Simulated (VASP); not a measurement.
A run of VASP 6.6.1 is set up as follows.

Contents of INCAR:

```
ALGO = Normal ; EDIFF = 1E-6
ENCUT = 520 ; GGA = PE
ISIF = 2 ; ISMEAR = 0
LASPH = True ; LCHARG = True
LELF = True ; LREAL = False
LVHAR = True ; LWAVE = False
NBANDS = 30 ; NELM = 60
PREC = Accurate ; SIGMA = 0.1
```

The input KPOINTS:

```
k-points
0
Gamma
  4 4 6
```

POSCAR

```
Zn3F
1.0
    4.0790085100      0.0000000000      0.0000000000
    0.0000000000      4.0790085100      0.0000000000
    0.0000000000      0.0000000000      3.6630135400
Zn F
3 1
Direct
    0.0000000000      0.0000000000      0.5000000000
    0.0000000000      0.5000000000      0.5000000000
    0.5000000000      0.0000000000      0.5000000000
    0.5000000000      0.5000000000      0.0000000000
```

Potentials or basis: VASP PAW PBE potentials, release 64 (Zn, F).

Launch:

```console
$ cat potpaw_PBE.64/Zn/POTCAR potpaw_PBE.64/F/POTCAR > POTCAR
$ mpirun -np 1 vasp_std > vasp.out
```

Problem. Predict the pressure.

Solution. 34.3 GPa.

Problem. Estimate the band gap on the k mesh.

Solution. Zero (an odd number of electrons rules out a gap without spin polarisation).

Stress tensor (GPa, compression positive):
```
51.70  0.00  0.00
 0.00 51.70  0.00
 0.00  0.00 -0.37
```

Caveat: the k points lie up to 0.39 Å⁻¹ apart, too coarse for converged energies and pressures of a metal; an odd number of electrons without spin polarisation forces a metal; a magnetic or distorted state may lie lower.
